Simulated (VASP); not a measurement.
Write the native input for VASP 6.6.1 that does the following.

| Quantity | Value |
| --- | --- |
| Task | single point |
| Functional | PBE |
| Potentials or basis | VASP PAW PBE potentials, release 64 (Rh_pv) |
| Cutoff | 500 eV |
| k mesh | 8 × 8 × 4 |
| Occupations | gaussian, width 0.05 eV |
| Spin | no spin polarisation |
| Dipole correction | no |
| Further INCAR settings | ALGO = Normal; EDIFF = 1e-06; NBANDS = 22 |

The structure of Rh lies in POSCAR:

```
Rh
1.0
    2.7304455730      0.0000000000      0.0000000000
   -1.3652227865      2.3646352299      0.0000000000
    0.0000000000      0.0000000000      4.3685167370
Rh
2
Direct
    0.3333333333      0.6666666667      0.7500000000
    0.6666666667      0.3333333333      0.2500000000
```

These files were run (other wordings do the same):

INCAR

```
SYSTEM = Rh
PREC = Accurate
ENCUT = 500
EDIFF = 1E-6
ISMEAR = 0
SIGMA = 0.05
LREAL = .FALSE.
LASPH = .TRUE.
NELM = 120
ALGO = Normal
ISIF = 2
LWAVE = .FALSE.
LCHARG = .FALSE.
GGA = PE
NBANDS = 22
GGA_COMPAT = .FALSE.
```

KPOINTS

```
Automatic mesh
0
G
  8 8 4
  0 0 0
```

Potentials or basis: VASP PAW PBE potentials, release 64 (Rh_pv).

Run with:

```bash
$ cat potpaw_PBE.64/Rh_pv/POTCAR > POTCAR
$ mpirun -np 1 vasp_std > vasp.out
```

It gave:

The pressure is 0.1 GPa and the band gap on the k mesh is zero (band 15 reaches 12.17 eV, above the bottom of band 16 at 10.12 eV).

Run time: 9.1 s on 1 thread of Intel Xeon 6975P-C (shared host), peak memory 0.14 GiB.
